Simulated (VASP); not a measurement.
Input of a VASP 6.6.1 run:

File INCAR:

```
SYSTEM = CuO
PREC = Accurate ; ENCUT = 520
EDIFF = 1E-7 ; ISMEAR = 0
SIGMA = 0.1 ; LREAL = .FALSE.
LASPH = .TRUE. ; NELM = 60
ALGO = Fast ; ISIF = 2
LWAVE = .FALSE. ; LCHARG = .FALSE.
GGA = PS ; NBANDS = 44
```

File KPOINTS:

```
Automatic mesh
0
G
  10 10 8
  0 0 0
```

POSCAR

```
CuO
1.0
    4.3301701705      0.0000000000      0.0000000000
    0.0000000000      4.3467593066      0.0000000000
    0.0000000000      0.0000000000      4.8799308304
Cu O
4 4
Direct
    0.2500000000      0.2500000000      0.5000000000
    0.2500000000      0.7500000000      0.0000000000
    0.7500000000      0.7500000000      0.5000000000
    0.7500000000      0.2500000000      0.0000000000
    0.5000000000      0.0000000000      0.7500000000
    0.5000000000      0.0000000000      0.2500000000
    0.0000000000      0.5000000000      0.7500000000
    0.0000000000      0.5000000000      0.2500000000
```

Potentials or basis: VASP PAW PBE potentials, release 64 (Cu, O).

The run is started by

```sh
$ cat potpaw_PBE.64/Cu/POTCAR potpaw_PBE.64/O/POTCAR > POTCAR
$ mpirun -np 1 vasp_std > vasp.out
```

(1) What does it give for the band gap on the k mesh?

(2) What does it give for the pressure?

Results:

(1) zero (bands 34 and 35 overlap by 1.23 eV).

(2) -6.7 GPa.

Caveat: the cell differs from its parent crystal (biaxial strain in the a-b plane: +6.0 %, then relaxed in part); the stress differs along the axes, from -11 to 1 GPa; the PAW data sets were made with another functional, which shifts forces and pressure a little; semilocal functionals often make such compounds metallic where correlation or magnetic order opens a gap, which also shifts bond lengths.
